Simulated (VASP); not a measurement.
Runs of VASP 6.6.1 on ZnS (Wurtzite-2H). The structure is that of space group P6_3mc (No. 186), or close to it. The cells are those of the table. 

```tsv
task	cell	cutoff (eV)	k mesh for the DOS	occupations for the DOS	gap on the mesh (eV)	pressure (GPa)	largest force (eV/Å)
single point	a = 3.922, b = 3.922, c = 6.424 Å, angles 90.0, 90.0, 120.0°, 4 atoms	520	-	-	1.83	-3.4	-
relaxation of shape and atoms at fixed volume	relaxed from a = 3.884, b = 3.884, c = 6.368 Å, angles 90.0, 90.0, 120.0°, 4 atoms	600	-	-	1.95	-1.8	-
relaxation of cell and atoms	relaxed from a = 3.811, b = 3.811, c = 6.234 Å, angles 90.0, 90.0, 120.0°, 4 atoms	600	-	-	2.07	0.0	-
single point	a = 3.972, b = 3.972, c = 6.500 Å, angles 90.0, 90.0, 120.0°, 4 atoms	520	-	-	(a)	(c)	0.01
relaxation of shape and atoms at fixed volume	relaxed from a = 3.767, b = 3.767, c = 6.177 Å, angles 90.0, 90.0, 120.0°, 4 atoms	600	-	-	(b)	5.1	0.01
single point	a = 3.722, b = 3.722, c = 6.125 Å, angles 90.0, 90.0, 120.0°, 4 atoms	520	-	-	2.50	8.2	-
single point	a = 3.884, b = 3.884, c = 6.368 Å, angles 90.0, 90.0, 120.0°, 4 atoms	520	-	-	1.95	-1.8	-
single point	a = 3.681, b = 3.681, c = 6.057 Å, angles 90.0, 90.0, 120.0°, 4 atoms	520	-	-	2.66	11.9	0.01
relaxation of shape and atoms at fixed volume	relaxed from a = 3.681, b = 3.681, c = 6.057 Å, angles 90.0, 90.0, 120.0°, 4 atoms	600	-	-	2.66	11.9	0.01
relaxation of shape and atoms at fixed volume	relaxed from a = 3.807, b = 3.807, c = 6.242 Å, angles 90.0, 90.0, 120.0°, 4 atoms	600	-	-	2.22	2.4	0.01
```

Alike in all rows: level PBE; potentials or basis VASP PAW PBE potentials, release 64 (Zn, S); no spin polarisation; k mesh 9 × 9 × 6; smearing gaussian 0.02 eV.

Problem. Estimate the missing entries.

Solution. (a) 1.67; (b) 2.36; (c) -5.2.

Caveats: the relaxation stopped at its first step, so nothing moved (some runs).

